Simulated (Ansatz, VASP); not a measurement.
# One calculation of Zr3Sb4, two programs

```xyz
7
Lattice="5.4489 -0.0865 0.0352 -0.0951 5.9334 0.7057 0.0368 0.7150 5.3866" Properties=species:S:1:pos:R:3 pbc="T T T"
Zr    1.0057    0.9773    2.1692
Zr    3.6861   -0.6432    0.9392
Zr   -0.4442    2.8210   -0.8042
Sb    0.7878    4.1443    1.7160
Sb    3.8089    2.1231    2.0980
Sb    2.0182    1.9484    4.7862
Sb    2.6140    5.0338    4.4142
```

Change from the starting cell: cell x1, atoms moved at random (sigma 0.15 Å) and cell strained at random (1.5 %), then relaxed without symmetry.

Alike in both runs: functional PBE; k mesh 2 × 2 × 2; occupations gaussian, width 0.1 eV; no spin polarisation.

Ansatz relaxed the structure, and its values are those at the end. VASP's run is a single point on that final structure, the one shown.

|  | VASP | Ansatz |
| --- | --- | --- |
| version | VASP 6.6.1 | Ansatz 0.2.0 |
| potentials or method | VASP PAW PBE potentials, release 64 (Zr_sv, Sb), cutoff 520 eV | scalar-relativistic, plane waves, PAW |
| valence electrons in the cell | 56 | 96 |

|  | VASP | Ansatz | Ansatz less VASP |
| --- | --- | --- | --- |
| gap on the k mesh at the Fermi level (eV) | none | none | - |
| pressure (GPa) | 0.0 | 0.0 | -0.01 |
| rms of the force components (eV/Å) | 0.005 | 0.004 | -0.0006 |

A gap of «none» marks a metal or a gap that the smearing closes. The functional is the same, so the differences come from potentials, cutoffs and numerics. VASP's potentials hold 56 valence electrons a cell and Ansatz's 96, so a difference there can come from the potentials and not from the codes.

The k mesh is coarse, so the values compare programs but aren't converged. Spin-orbit coupling is off throughout.
